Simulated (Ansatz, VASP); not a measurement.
Cd: VASP beside Ansatz

Contents of INCAR:

```
PREC = Accurate ; ENCUT = 520
EDIFF = 1E-6 ; ISMEAR = 0
SIGMA = 0.05 ; LREAL = F
LASPH = T ; NELM = 100
ALGO = Normal ; ISIF = 2
LWAVE = F ; LCHARG = F
GGA = PE ; NBANDS = 12
```

Contents of KPOINTS:

```
Automatic mesh
0
Gamma
  14 14 14
```

POSCAR

```
Cd
1.0
   -1.8961250635      1.8961250635      1.8961250635
    1.8961250635     -1.8961250635      1.8961250635
    1.8961250635      1.8961250635     -1.8961250635
Cd
1
Direct
    0.0000000000      0.0000000000      0.0000000000
```

Input for Ansatz:

```yaml
crystal:
  lattice:
    - [-1.8961250635, 1.8961250635, 1.8961250635]
    - [1.8961250635, -1.8961250635, 1.8961250635]
    - [1.8961250635, 1.8961250635, -1.8961250635]
  atoms:
    - { symbol: Cd, position: [0.0, 0.0, 0.0] }
basis:
  ecutwfc: 420
  fft_grid_basis: typed
kpoints:
  mp_grid: { grid: [14, 14, 14] }
hamiltonian:
  xc: pbe
  pseudopotentials: { kind: paw }
scf:
  occupations: { method: gaussian, width: 0.05 }
output:
  forces: true
  stress: true
  eigenvalues: true
  bader: true
  write_density: true
  volumetric_format: npy
  elf: true
```

Alike in both runs: task single point; functional PBE; k mesh 14 × 14 × 14; occupations gaussian, width 0.05 eV; no spin polarisation.

|  | VASP | Ansatz |
| --- | --- | --- |
| version | VASP 6.6.1 | Ansatz 0.2.0 |
| potentials or method | VASP PAW PBE potentials, release 64 (Cd), cutoff 520 eV | scalar-relativistic, plane waves, PAW |
| valence electrons in the cell | 12 | 20 |

Ansatz gave:

- gap on the k mesh at the Fermi level (eV): none
- pressure (GPa): -3.2

Problem. Which values does VASP return?

Solution. gap on the k mesh at the Fermi level (eV): none; pressure (GPa): -3.1.

A gap of «none» marks a metal or a gap that the smearing closes. With one functional, cell and mesh, what is left measures potentials, basis and numerics. VASP's potentials hold 12 valence electrons a cell and Ansatz's 20, so a difference there can come from the potentials and not from the codes.
